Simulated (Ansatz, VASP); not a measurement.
One calculation of CuO, two programs

```
Cu O
1.0
     2.04253   -2.05036    0.00000
     2.04253    2.05036    0.00000
     0.00000    0.00000    5.09226
Cu O
2 2
Direct
  0.00000 0.50000 0.00000
  0.50000 0.00000 0.50000
  0.50000 0.50000 0.25000
  0.50000 0.50000 0.75000
```

Alike in both runs: functional PBEsol; k mesh 14 × 14 × 8; occupations gaussian, width 0.1 eV; no spin polarisation.

Ansatz relaxed the structure, and its values are those at the end. VASP's run is a single point on that final structure, the one shown.

```csv
,VASP,Ansatz
version,VASP 6.6.1,Ansatz 0.2.0
potentials or method,"VASP PAW PBE potentials, release 64 (Cu, O), cutoff 520 eV","scalar-relativistic, plane waves, PAW"
valence electrons in the cell,34,50
```

|  | VASP | Ansatz | Ansatz less VASP |
| --- | --- | --- | --- |
| gap on the k mesh at the Fermi level (eV) | none | none | - |
| pressure (GPa) | 0.8 | 0.0 | -0.77 |

VASP's potentials were made for PBE, not for PBEsol. A gap of «none» marks a metal or a gap that the smearing closes. VASP's potentials hold 34 valence electrons a cell and Ansatz's 50, so a difference there can come from the potentials and not from the codes.
